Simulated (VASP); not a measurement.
Runs of VASP 6.6.1 on CdS. The structure is that of space group F-43m (No. 216), or close to it. The cells are those of the table. 

| task | cell | k mesh | cutoff (eV) | smearing | gap on the mesh (eV) | pressure (GPa) |
| --- | --- | --- | --- | --- | --- | --- |
| single point | a = 4.237 Å, angles 60.0°, 2 atoms | 6 × 6 × 6 | 500 | gaussian 0.05 eV | 0.97 | (a) |
| single point | a = 4.191 Å, angles 60.0°, 2 atoms | 8 × 8 × 8 | 520 | gaussian 0.02 eV | 1.04 | 0.3 |
| single point | a = 4.218 Å, angles 60.0°, 2 atoms | 6 × 6 × 6 | 500 | gaussian 0.05 eV | 1.00 | -0.7 |
| single point | a = 4.191 Å, angles 60.0°, 2 atoms | 6 × 6 × 6 | 500 | gaussian 0.05 eV | 1.04 | 0.3 |

Alike in all rows: level PBE; potentials or basis VASP PAW PBE potentials, release 64 (Cd, S); no spin polarisation.

**Question.** Fill in the values left out.

**Answer.** (a) -1.4.

A k mesh can miss the band edges, and the runs leave out spin-orbit coupling on Cd.
